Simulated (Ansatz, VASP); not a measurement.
LiBr in VASP and in Ansatz

File INCAR:

```
PREC = Accurate ; ENCUT = 750
EDIFF = 1E-6 ; ISMEAR = 0
SIGMA = 0.01 ; LREAL = F
LASPH = T ; NELM = 200
ALGO = Normal ; ISIF = 2
LWAVE = F ; LCHARG = F
MAGMOM = 0 0 0 0 0 0 ; LORBIT = 11
LSORBIT = T ; GGA_COMPAT = F
LORBMOM = T ; GGA = PS
NBANDS = 22
```

The input KPOINTS:

```
Automatic mesh
0
Gamma
  8 8 8
```

POSCAR

```
LiBr
1.0
    2.7061252976      2.7061252976      0.0000000000
   -2.7061252976      2.7061252976      0.0000000000
    0.0000000000      2.7061252976      2.7061252976
Li Br
1 1
Direct
    0.0000000000      0.0000000000      0.0000000000
    0.5000000000      0.5000000000      0.0000000000
```

Input for Ansatz:

```yaml
crystal:
  lattice:
    - [2.70612529757, 2.70612529757, 0.0]
    - [-2.70612529757, 2.70612529757, 0.0]
    - [0.0, 2.70612529757, 2.70612529757]
  atoms:
    - { symbol: Li, position: [0.0, 0.0, 0.0] }
    - { symbol: Br, position: [0.5, 0.5, 0.0] }
kpoints:
  mp_grid: { grid: [8, 8, 8] }
scf:
  occupations: { method: fixed }
hamiltonian:
  xc: pbesol
  pseudopotentials: { kind: all_electron, lapw: { basis_error: 0.001 } }
magnetization:
  noncollinear: true
  spin_orbit: true
output:
  forces: true
  stress: true
  eigenvalues: true
  eigenstates:
    nscf_kmesh: { grid: [12, 12, 12] }
    de_dk: true
    e_range: [-9, 14.97634951515]
checkpoint:
  write: ck
  write_wavefunctions: false
```

Alike in both runs: task single point; functional PBEsol; k mesh 8 × 8 × 8; non-collinear spin, spin-orbit coupling.

```csv
,VASP,Ansatz
version,VASP 6.6.1,Ansatz 0.2.0
potentials or method,"VASP PAW PBE potentials, release 64 (Li_sv, Br), cutoff 750 eV",all-electron LAPW
occupations,"gaussian, width 0.01 eV",fixed
```

```csv
,VASP,Ansatz,Ansatz less VASP
pressure (GPa),0.0,0.0,+0.02
net moment per atom (μB),0.00,0.00,0.000
```

VASP's potentials were made for PBE, not for PBEsol. Ansatz ran all-electron here, and VASP with PAW potentials.
